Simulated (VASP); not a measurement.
Here is a VASP 6.6.1 calculation.

The input INCAR:

```
  ALGO = Normal
  EDIFF = 1E-6
  EDIFFG = -0.005
  ENCUT = 600
  GGA = PE
  IBRION = 2
  ISIF = 3
  ISMEAR = 0
  ISPIN = 2
  LASPH = True
  LCHARG = False
  LDAU = True
  LDAUJ = 0 0
  LDAUL = 2 -1
  LDAUPRINT = 1
  LDAUTYPE = 2
  LDAUU = 5.3 0
  LMAXMIX = 4
  LORBIT = 11
  LREAL = False
  LWAVE = False
  MAGMOM = 3.9 0.17
  NELM = 150
  NSW = 100
  PREC = Accurate
  SIGMA = 0.02
```

Contents of KPOINTS:

```
k-points
0
Gamma
  12 12 12
```

POSCAR

```
FeO
1.0
    1.5844222963      0.9147666393      2.4830575933
   -1.5844222963      0.9147666393      2.4830575933
    0.0000000000     -1.8295332785      2.4830575934
Fe O
1 1
Direct
    0.0000000000      0.0000000000      0.0000000000
    0.5000000000      0.5000000000      0.5000000000
```

Potentials or basis: VASP PAW PBE potentials, release 64 (Fe, O).

Launch:

```sh
$ cat potpaw_PBE.64/Fe/POTCAR potpaw_PBE.64/O/POTCAR > POTCAR
$ mpirun -np 1 vasp_std > vasp.out
```

Estimate the space group after relaxing (to 0.05 Å).

Fm-3m (No. 225).

What does it give for the relaxed volume?

10.11 Å³/atom.

Predict the site moments.

Fe +3.85; O +0.17 μB.

Predict the net moment.

4.00 μB per cell.

Eigenvalues of the final occupation matrices:
| site | spin | trace | eigenvalues |
| --- | --- | --- | --- |
| site 1 d | 1 | 4.96 | 0.97 0.97 0.97 1.02 1.02 |
| site 1 d | 2 | 1.15 | 0.05 0.09 0.09 0.46 0.46 |

Caveat: a cell with one magnetic atom can't hold antiferromagnetic order, which such compounds often take. The state reached can hang on the start; a lower one may exist.
